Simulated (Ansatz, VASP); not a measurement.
# Two plane-wave programs on CsPbCl3

```
Cs Pb Cl
1.0
     5.69690    0.00000    0.00000
     0.00000    5.69690    0.00000
     0.00000    0.00000    5.69690
Cs Pb Cl
1 1 3
Direct
  0.00000 0.00000 0.00000
  0.50000 0.50000 0.50000
  0.00000 0.50000 0.50000
  0.50000 0.50000 0.00000
  0.50000 0.00000 0.50000
```

Alike in both runs: task single point; functional PBE; k mesh 4 × 4 × 4; occupations gaussian, width 0.05 eV; non-collinear spin, spin-orbit coupling.

|  | VASP | Ansatz |
| --- | --- | --- |
| version | VASP 6.6.1 | Ansatz 0.2.0 |
| potentials or method | VASP PAW PBE potentials, release 64 (Cs_sv, Pb_d, Cl), cutoff 520 eV | plane waves, PAW |
| valence electrons in the cell | 44 | 44 |

```csv
,VASP,Ansatz,Ansatz less VASP
pressure (GPa),0.4,0.4,+0.02
```

With one functional, cell and mesh, what is left measures potentials, basis and numerics.
